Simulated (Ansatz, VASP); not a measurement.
**Two plane-wave programs on TaH4**

```
Ta H
1.0
    -2.04605    2.04605    2.77330
     2.04605   -2.04605    2.77330
     2.04605    2.04605   -2.77330
Ta H
1 4
Direct
  0.50000 0.50000 0.00000
  0.12115 0.12115 0.24229
  0.87885 0.87885 0.75771
  0.87885 0.12115 0.00000
  0.12115 0.87885 0.00000
```

Alike in both runs: task relaxation of cell and atoms; functional PBE; k mesh 4 × 4 × 4; occupations gaussian, width 0.15 eV; no spin polarisation.

|  | VASP | Ansatz |
| --- | --- | --- |
| version | VASP 6.6.1 | Ansatz 0.2.0 |
| potentials or method | VASP PAW PBE potentials, release 64 (Ta_pv, H), cutoff 500 eV | scalar-relativistic, plane waves, PAW |
| valence electrons in the cell | 15 | 17 |

```tsv
	VASP	Ansatz	Ansatz less VASP
gap on the k mesh at the Fermi level, each at its own relaxed structure (eV)	none	none	-
relaxed volume (Å³/atom)	6.58	6.56	-0.017
relaxed cell length with the largest relative difference (Å)	3.638	3.635	-0.0036
```

A gap of «none» marks a metal or a gap that the smearing closes. VASP's potentials hold 15 valence electrons a cell and Ansatz's 17, so a difference there can come from the potentials and not from the codes.

The k mesh is coarse, so the values compare programs but aren't converged. Spin-orbit coupling is off throughout. Noted on VASP's run: the volume moved by over 15 % at a fixed basis, so the end points are rough.
